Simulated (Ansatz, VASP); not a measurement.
## AlP5 in VASP and in Ansatz

```
CELL_PARAMETERS angstrom
5.10989 0.00000 0.00000
-2.55494 4.42529 0.00000
0.00000 0.00000 4.27121
ATOMIC_POSITIONS crystal
Al 0.00000 0.00000 0.00000
P 0.50000 0.00000 0.50000
P 0.50000 0.50000 0.50000
P 0.00000 0.50000 0.50000
P 0.33333 0.66667 0.00000
P 0.66667 0.33333 0.00000
```

Change from the starting cell: species swapped into the GdRh5 type (P6/mmm, No. 191).

Alike in both runs: functional PBE; k mesh 6 × 6 × 4; occupations gaussian, width 0.1 eV; no spin polarisation.

Ansatz relaxed the structure, and its values are those at the end. VASP's run is a single point on that final structure, the one shown.

|  | VASP | Ansatz |
| --- | --- | --- |
| version | VASP 6.6.1 | Ansatz 0.2.0 |
| potentials or method | VASP PAW PBE potentials, release 64 (Al, P), cutoff 520 eV | scalar-relativistic, plane waves, PAW |
| valence electrons in the cell | 28 | 28 |

Ansatz gave:

- gap on the k mesh at the Fermi level (eV): none
- pressure (GPa): 0.0

**Question.** Estimate VASP's values.

**Answer.** gap on the k mesh at the Fermi level (eV): none; pressure (GPa): -0.2.

A gap of «none» marks a metal or a gap that the smearing closes.

The k mesh is coarse, so the values compare programs but aren't converged.
